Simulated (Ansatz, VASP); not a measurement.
# One calculation of Sb, two programs

File INCAR:

```
SYSTEM = Sb
ALGO     = Normal         ! electronic algorithm
EDIFF    = 1E-6           ! SCF threshold, eV
ENCUT    = 520            ! plane-wave cutoff, eV
GGA      = PE             ! functional
ISIF     = 2              ! what is computed and relaxed
ISMEAR   = -1             ! smearing method
ISPIN    = 2              ! spin polarisation
LASPH    = .True.         ! aspherical terms in the spheres
LCHARG   = .True.         ! write CHGCAR
LELF     = .True.         ! ELF
LORBIT   = 11             ! projections on sites
LREAL    = .False.        ! projectors in reciprocal space
LVHAR    = .True.       
LWAVE    = .False.        ! write WAVECAR
MAGMOM   = 0.2 0.2        ! initial moments
NBANDS   = 16             ! bands
NELM     = 150            ! most SCF steps
PREC     = Accurate       ! precision mode
SIGMA    = 0.05           ! smearing width, eV
```

File KPOINTS:

```
k-points
0
Gamma
  8 8 8
  0 0 0
```

POSCAR

```
Sb
1.0
    0.0000000000      3.2710663102      3.2710663102
    3.2710663102      0.0000000000      3.2710663102
    3.2710663102      3.2710663102      0.0000000000
Sb
2
Direct
   -0.0875000000     -0.1375000000     -0.1375000000
    0.0875000000      0.1375000000      0.1375000000
```

Input for Ansatz:

```yaml
crystal:
  lattice:
    - [0.0, 3.2710663102, 3.2710663102]
    - [3.2710663102, 0.0, 3.2710663102]
    - [3.2710663102, 3.2710663102, 0.0]
  atoms:
    - { symbol: Sb, position: [-0.0875, -0.1375, -0.1375], spin: 0.2 }
    - { symbol: Sb, position: [0.0875, 0.1375, 0.1375], spin: 0.2 }
kpoints:
  mp_grid: { grid: [8, 8, 8] }
scf:
  occupations: { method: fermi_dirac, width: 0.05 }
hamiltonian:
  xc: pbe
  pseudopotentials: { kind: all_electron, lapw: { basis_error: 0.001 } }
output:
  forces: true
  stress: true
  eigenvalues: true
  populations: true
magnetization:
  spin_polarized: true
```

Alike in both runs: task single point; functional PBE; k mesh 8 × 8 × 8; occupations fermi-dirac, width 0.05 eV; collinear spin.

|  | VASP | Ansatz |
| --- | --- | --- |
| version | VASP 6.6.1 | Ansatz 0.2.0 |
| potentials or method | VASP PAW PBE potentials, release 64 (Sb), cutoff 520 eV | all-electron LAPW, scalar-relativistic |

VASP gave:

- gap on the k mesh at the Fermi level (eV): none
- pressure (GPa): 10.1
- traceless stress, the component that is largest in VASP (GPa): 4.32
- rms of the force components (eV/Å): 0.565
- net moment per atom (μB): 0.00

Task: Estimate Ansatz's values.

Result: gap on the k mesh at the Fermi level (eV): none; pressure (GPa): 10.0; traceless stress, the component that is largest in VASP (GPa): 4.24; rms of the force components (eV/Å): 0.557; net moment per atom (μB): 0.00.

Atom by atom the forces differ by 0.008 eV/Å (rms over components). A gap of «none» marks a metal or a gap that the smearing closes. Ansatz ran all-electron here, and VASP with PAW potentials. Ansatz's warnings: seeded moment not kept.

Spin-orbit coupling is off throughout.
